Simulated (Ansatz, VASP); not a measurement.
**Hg: VASP beside Ansatz**

The input INCAR:

```
SYSTEM = Hg
ALGO = Normal ; DIPOL = 0.5 0.5 0.500
EDIFF = 1E-6 ; ENCUT = 520
GGA = PE ; IDIPOL = 3
ISIF = 2 ; ISMEAR = 0
LASPH = .TRUE. ; LCHARG = .FALSE.
LDIPOL = .TRUE. ; LREAL = .FALSE.
LWAVE = .FALSE. ; NBANDS = 19
NELM = 100 ; PREC = Accurate
SIGMA = 0.1
```

File KPOINTS:

```
k-points
0
G
  6 6 1
  0 0 0
```

Contents of POSCAR:

```
Hg
1.0
    4.7903480000      0.0000000000      0.0000000000
   -2.3951740000      4.1485630000      0.0000000000
    0.0000000000      0.0000000000     15.0000000000
Hg
2
Direct
    0.3333333300      0.6666666700      0.4842210600
    0.6666666700      0.3333333300      0.5157789400
```

Input for Ansatz:

```yaml
crystal:
  lattice:
    - [4.790348, 0.0, 0.0]
    - [-2.395174, 4.148563, 0.0]
    - [0.0, 0.0, 15.0]
  atoms:
    - { symbol: Hg, position: [0.33333333, 0.66666667, 0.48422106] }
    - { symbol: Hg, position: [0.66666667, 0.33333333, 0.51577894] }
  periodic: [true, true, false]
basis:
  ecutwfc: 420
kpoints:
  mp_grid: { grid: [6, 6, 1] }
hamiltonian:
  xc: pbe
scf:
  occupations: { method: gaussian, width: 0.1 }
  lower_state_search: "off"
output:
  forces: true
  stress: true
  eigenvalues: true
```

Alike in both runs: task single point; functional PBE; k mesh 6 × 6 × 1; occupations gaussian, width 0.1 eV; no spin polarisation.

|  | VASP | Ansatz |
| --- | --- | --- |
| version | VASP 6.6.1 | Ansatz 0.2.0 |
| potentials or method | VASP PAW PBE potentials, release 64 (Hg), cutoff 520 eV | scalar-relativistic, plane waves, PAW |
| valence electrons in the cell | 24 | 40 |

|  | VASP | Ansatz | Ansatz less VASP |
| --- | --- | --- | --- |
| gap on the k mesh at the Fermi level (eV) | none | none | - |
| rms of the force components (eV/Å) | 0.218 | 0.205 | -0.0124 |

Atom by atom the forces differ by 0.012 eV/Å (rms over components). A gap of «none» marks a metal or a gap that the smearing closes. The functional is the same, so the differences come from potentials, cutoffs and numerics. VASP's potentials hold 24 valence electrons a cell and Ansatz's 40, so a difference there can come from the potentials and not from the codes. Ansatz's warnings: slab cell height set.

Neither program's run includes spin-orbit coupling.
